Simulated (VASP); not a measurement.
# PtSe2 (nod) (P-3m1) in VASP: further runs, part 2 of 2

VASP 6.6.1. The steps go on from the part before.

## 3. Relaxation of cell and atoms, PBE

This run uses another cell than the first one, of 20.27 Å³/atom, 0.765 times its volume.

INCAR reads:

```
SYSTEM = PtSe2
PREC = Accurate
ENCUT = 600
EDIFF = 1E-6
ISMEAR = 0
SIGMA = 0.1
LREAL = .False.
LASPH = .True.
NELM = 100
ALGO = Normal
ISIF = 3
LWAVE = .False.
LCHARG = .False.
GGA = PE
IBRION = 2
NSW = 100
EDIFFG = -0.002
```

KPOINTS reads:

```
regular mesh
0
Gamma
  15 15 8
  0 0 0
```

POSCAR reads:

```
PtSe2
1.0
    3.7240000000      0.0000000000      0.0000000000
   -1.8620000000      3.2250786037      0.0000000000
    0.0000000000      0.0000000000      5.0620000000
Pt Se
1 2
Direct
    0.0000000000      0.0000000000      0.0000000000
    0.3333333333      0.6666666667      0.2500000000
    0.6666666667      0.3333333333      0.7500000000
```

Potentials or basis: VASP PAW PBE potentials, release 64 (Pt, Se).

The run is started by

```bash
$ cat potpaw_PBE.64/Pt/POTCAR potpaw_PBE.64/Se/POTCAR > POTCAR
$ mpirun -np 1 vasp_std > vasp.out
```

OUTCAR:

```text
SYSTEM = PtSe2
   PREC = Accurate
   ENCUT = 600
   EDIFF = 1E-6
   ISMEAR = 0
   LREAL = .False.
   LASPH = .True.
   NELM = 100
   ISIF = 3
   GGA = PE
   IBRION = 2
   NSW = 100
   EDIFFG = -0.002

 ion  position               nearest neighbor table
   1  0.000  0.000  0.000-   2 2.49   3 2.49   3 2.49   2 2.49   3 2.49   2 2.49
   2  0.333  0.667  0.250-   1 2.49   1 2.49   1 2.49
   3  0.667  0.333  0.750-   1 2.49   1 2.49   1 2.49

  LATTYP: Found a hexagonal cell.
 ALAT       =     3.7240000000
 C/A-ratio  =     1.3592910849

  Lattice vectors:

 A1 = (   3.7240000000,   0.0000000000,   0.0000000000)
 A2 = (  -1.8620000000,   3.2250786037,   0.0000000000)
 A3 = (   0.0000000000,   0.0000000000,   5.0620000000)

Analysis of symmetry for initial positions (statically):
=====================================================================
[... 1155 lines left out ...]
      7       1.1001      2.00000
      8       2.0322      2.00000
      9       2.4445      2.00000
     10       2.9795      2.00000
     11       3.7820      2.00000
     12       5.7720      0.00000
     13       6.0475      0.00000
     14       9.6894      0.00000
     15      12.2680      0.00000

 [... further k-points ...]

[... ionic steps 4 to 51 ...]

--------------------------------------- Ionic step       52  -------------------------------------------

 number of electron      22.0000005 magnetization

------------------------ aborting loop because EDIFF is reached ----------------------------------------
[... 69 lines left out ...]
--------------------------------------- Ionic step       54  -------------------------------------------

 number of electron      22.0000005 magnetization

 Free energy of the ion-electron system (eV)
  ---------------------------------------------------
  ext. energy  EPLUGINS =         0.00000000
  ---------------------------------------------------
  free energy    TOTEN  =       -14.29975149 eV

  energy without entropy =      -14.29975149  energy(sigma->0) =      -14.29975149

 E-fermi :   3.7107     XC(G=0):  -9.1292

 val. band max:        3.3133137212   @ k =   0.1333   0.0667   0.0000
 cond. band min:       4.0968801587   @ k =   0.0000   0.2667   0.3750
 fundamental gap:      0.7835664375
 Fermi energy:         3.7106942218
[... 462 lines left out ...]
  FREE ENERGIE OF THE ION-ELECTRON SYSTEM (eV)
  ---------------------------------------------------
  free  energy   TOTEN  =       -14.2997514896 eV

  energy  without entropy=      -14.2997514894  energy(sigma->0) =      -14.29975149

 reached required accuracy - stopping structural energy minimisation
```

Run time: 83 min. Hardware: 1 thread of Intel Xeon Platinum 8488C (Sapphire Rapids), shared host; peak memory 0.39 GiB.

Results:

- Free energy: -14.2998 eV
- Relaxed volume: 25.85 Å³/atom
- Relaxed cell: a = 3.752 Å, b = 3.752 Å, c = 6.359 Å, α = 90.00°, β = 90.00°, γ = 120.00°
- Space group after relaxing (to 0.05 Å): P-3m1 (No. 164)
- Energy gained by relaxing: 37.4 meV/atom
- Ionic steps: 54
- Pressure after relaxing: 0.0 GPa
- Band gap on the k mesh: 0.78 eV, indirect (least direct gap 1.03 eV)

Step by step:
```
step  energy change (eV)  largest force (eV/Å)  pressure (GPa)  volume (Å³)
   1              0.0000                0.5694            7.33        60.80
   3             -0.0735                0.1356            0.00        63.95
   5             -0.0736                0.1109            0.26        63.82
   7             -0.0786                0.0436            0.18        64.58
   9             -0.0840                0.0353            0.05        65.97
  11             -0.0934                0.1539           -0.75        68.20
  13             -0.0952                0.2061           -0.94        69.02
  15             -0.0988                0.1627           -0.28        69.36
  17             -0.0998                0.1204            0.27        69.63
  19             -0.1023                0.0833            0.35        70.17
  21             -0.1075                0.1021            0.87        72.62
  23             -0.1099                0.0076           -0.10        74.21
  25             -0.1104                0.0042           -0.12        74.55
  27             -0.1115                0.0539           -0.17        76.05
  29             -0.1116                0.0174            0.08        76.08
  31             -0.1116                0.0275            0.02        76.07
  33             -0.1116                0.0208            0.06        76.08
  35             -0.1118                0.0013            0.01        76.41
  37             -0.1119                0.0125           -0.07        76.62
  39             -0.1119                0.0203           -0.13        76.75
  41             -0.1119                0.0174           -0.11        76.71
  43             -0.1119                0.0178           -0.11        76.75
  45             -0.1119                0.0192           -0.10        76.92
  47             -0.1120                0.0224           -0.07        77.57
  49             -0.1121                0.0060            0.02        77.51
  51             -0.1121                0.0056            0.02        77.51
  53             -0.1121                0.0036            0.03        77.51
  54             -0.1121                0.0006            0.00        77.54
```

Final structure:
```
Pt Se
1.0
     3.75232    0.00000    0.00000
    -1.87616    3.24960    0.00000
     0.00000    0.00000    6.35891
Pt Se
1 2
Direct
  0.00000 0.00000 0.00000
  0.33333 0.66667 0.20537
  0.66667 0.33333 0.79463
```

Levels at points of the mesh, in eV from the valence-band top:
```tsv
k point	band 8	band 9	band 10	band 11	band 12	band 13	band 14	band 15
(0.00, 0.00, 0.00)	-1.69	-0.34	-0.34	-0.19	2.55	2.55	4.15	5.11
(0.00, 0.00, 0.50)	-1.48	-1.34	-0.38	-0.38	2.64	2.64	5.22	5.84
```

Caveat: the volume moved by over 15 % at a fixed basis, so the end points are rough; spin-orbit coupling is left out, which moves the levels of the heavy elements; this functional lacks dispersion, which binds the layers, so the pressure and a relaxed spacing across them are unreliable; the volume moved by +28 % from the deposited cell, more than functionals usually miss. Expect the measured gap to be larger: semilocal functionals such as PBE lack the derivative discontinuity.

## 4. Single point, PBE

INCAR reads:

```
SYSTEM = PtSe2
  PREC = Accurate
  ENCUT = 520
  EDIFF = 1E-7
  ISMEAR = 0
  SIGMA = 0.02
  LREAL = .False.
  LASPH = .True.
  NELM = 100
  ALGO = Normal
  ISIF = 2
  LWAVE = .False.
  LCHARG = .False.
  GGA = PE
  NBANDS = 18
```

KPOINTS reads:

```
regular mesh
0
Gamma
  9 9 4
  0 0 0
```

POSCAR reads:

```
PtSe2
1.0
    3.7514996106      0.0000000000      0.0000000000
   -1.8757498053      3.2488939651      0.0000000000
    0.0000000000      0.0000000000      6.5224041759
Pt Se
1 2
Direct
    0.0000000000      0.0000000000      0.0000000000
    0.3333333333      0.6666666667      0.2003479045
    0.6666666667      0.3333333333      0.7996520955
```

The run is started by

```bash
$ cat potpaw_PBE.64/Pt/POTCAR potpaw_PBE.64/Se/POTCAR > POTCAR
$ mpirun -np 1 vasp_std > vasp.out
```

It took 54 s on 1 thread of Intel Xeon Platinum 8488C (Sapphire Rapids), shared host; peak memory 0.22 GiB.

Results (log left out):

| Item | Value |
| --- | --- |
| Free energy | -14.3029 eV |
| Pressure | 0.0 GPa |
| Band gap on the k mesh | 0.90 eV, indirect (least direct gap 1.03 eV) |

Forces in eV/Å, atoms in the order of the input:
```
Pt   0.000  0.000  0.000
Se   0.000  0.000 -0.002
Se   0.000  0.000  0.002
```

Levels at points of the mesh, in eV from the valence-band top:
| k point | band 9 | band 10 | band 11 | band 12 | band 13 | band 14 |
| --- | --- | --- | --- | --- | --- | --- |
| (0.00, 0.00, 0.00) | -0.29 | -0.29 | -0.25 | 2.61 | 2.61 | 4.14 |
| (0.00, 0.00, 0.50) | -1.33 | -0.32 | -0.32 | 2.68 | 2.68 | 5.24 |

Caveat: spin-orbit coupling is left out, which moves the levels of the heavy elements; this functional lacks dispersion, which binds the layers, so the pressure and a relaxed spacing across them are unreliable. A k mesh can miss the band edges.

## 5. Relaxation of cell and atoms, PBE

INCAR reads:

```
SYSTEM = PtSe2
PREC = Accurate ; ENCUT = 600
EDIFF = 1E-6 ; ISMEAR = 0
SIGMA = 0.02 ; LREAL = .FALSE.
LASPH = .TRUE. ; NELM = 100
ALGO = Normal ; ISIF = 3
LWAVE = .FALSE. ; LCHARG = .FALSE.
GGA = PE ; IBRION = 2
NSW = 100 ; EDIFFG = -0.002
```

KPOINTS reads:

```
Automatic mesh
0
G
  9 9 4
  0 0 0
```

POSCAR is that of step 4.

The run is started by

```bash
$ cat potpaw_PBE.64/Pt/POTCAR potpaw_PBE.64/Se/POTCAR > POTCAR
$ mpirun -np 1 vasp_std > vasp.out
```

Run time: 1.7 min. Hardware: 1 thread of Intel Xeon Platinum 8488C (Sapphire Rapids), shared host; peak memory 0.26 GiB.

It converged, with:

```yaml
Free_energy: -14.3030 eV
Relaxed_volume: 26.49 Å³/atom
Relaxed_cell: a = 3.751 Å, b = 3.751 Å, c = 6.522 Å, α = 90.00°, β = 90.00°, γ = 120.00°
Space_group_after_relaxing_to_0.05_Å: P-3m1 (No. 164)
Energy_gained_by_relaxing: 0.0 meV/atom
Ionic_steps: 3
Pressure_after_relaxing: 0.0 GPa
Band_gap_on_the_k_mesh: 0.90 eV, indirect (least direct gap 1.03 eV)
```

Final structure:
```
CELL_PARAMETERS angstrom
3.75116 0.00000 0.00000
-1.87558 3.24860 0.00000
0.00000 0.00000 6.52207
ATOMIC_POSITIONS crystal
Pt 0.00000 0.00000 0.00000
Se 0.33333 0.66667 0.20034
Se 0.66667 0.33333 0.79966
```

Levels at points of the mesh, in eV from the valence-band top:
```csv
k point,band 8,band 9,band 10,band 11,band 12,band 13,band 14,band 15
"(0.00, 0.00, 0.00)",-1.62,-0.29,-0.29,-0.25,2.61,2.61,4.15,5.18
"(0.00, 0.00, 0.50)",-1.36,-1.33,-0.32,-0.32,2.68,2.68,5.24,5.79
```

Caveat: spin-orbit coupling is left out, which moves the levels of the heavy elements; this functional lacks dispersion, which binds the layers, so the pressure and a relaxed spacing across them are unreliable. Expect the measured gap to be larger: semilocal functionals such as PBE lack the derivative discontinuity.

## 6. Overview

| task | cell | k mesh | cutoff (eV) | smearing | gap on the mesh (eV) | pressure (GPa) | relaxed volume (Å³/atom) |
| --- | --- | --- | --- | --- | --- | --- | --- |
| single point | a = 3.751, b = 3.751, c = 6.522 Å, angles 90.0, 90.0, 120.0°, 3 atoms | 15 × 15 × 8 | 520 | gaussian 0.1 eV | 0.87 | 0.0 | - |
| relaxation of cell and atoms | relaxed from a = 3.724, b = 3.724, c = 5.062 Å, angles 90.0, 90.0, 120.0°, 3 atoms | 15 × 15 × 8 | 600 | gaussian 0.1 eV | 0.78 | 0.0 | 25.85 |
| single point | a = 3.751, b = 3.751, c = 6.522 Å, angles 90.0, 90.0, 120.0°, 3 atoms | 9 × 9 × 4 | 520 | gaussian 0.02 eV | 0.90 | 0.0 | - |
| relaxation of cell and atoms | relaxed from a = 3.751, b = 3.751, c = 6.522 Å, angles 90.0, 90.0, 120.0°, 3 atoms | 9 × 9 × 4 | 600 | gaussian 0.02 eV | 0.90 | 0.0 | 26.49 |

Alike in all rows: level PBE; potentials or basis VASP PAW PBE potentials, release 64 (Pt, Se); no spin polarisation.

Caveats: spin-orbit coupling is left out, which moves the levels of the heavy elements; this functional lacks dispersion, which binds the layers, so the pressure and a relaxed spacing across them are unreliable; the volume moved by over 15 % at a fixed basis, so the end points are rough (some runs); the volume moved by +28 % from the deposited cell, more than functionals usually miss (some runs).

Absolute energies hang on the potentials; compare differences alone.
